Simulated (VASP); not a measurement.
Runs of VASP 6.6.1 on MnS. Symmetry: F-43m, No. 216, cubic system. The conventional cell has a = 5.590 Å, b = 5.590 Å, c = 5.590 Å, α = 90.00°, β = 90.00°, γ = 90.00°. Mn (site symmetry -43m) has 4 S at 2.42 Å within 3.2 Å. Within 3.2 Å of S (site symmetry -43m) lie 4 Mn at 2.42 Å. 

| fixed moment (μB) | pressure (GPa) | moment (μB) |
| --- | --- | --- |
| 7.0 | 20.6 | 7.00 |
| 5.0 | 2.7 | 5.00 |
| - | 2.7 | 5.00 |
| 3.0 | (a) | 3.00 |

Alike in all rows: task single point; level PBEsol+U; potentials or basis VASP PAW PBE potentials, release 64 (Mn_pv, S); spin collinear, ferromagnetic start; Mn d U = 3.9 eV; cell as given; k mesh 6 × 6 × 6; cutoff (eV) 500; smearing fermi-dirac 0.1 eV.

Problem. Estimate the missing entries.

Solution. (a) -11.9.

Caveats: the PAW data sets were made with another functional, which shifts forces and pressure a little; a cell with one magnetic atom can't hold antiferromagnetic order, which such compounds often take; the total moment is fixed, so each spin has its own Fermi level and the state may be an excited one (at least some runs); the cell stands under pressure (at least some runs); the cell stands under tension (at least some runs).
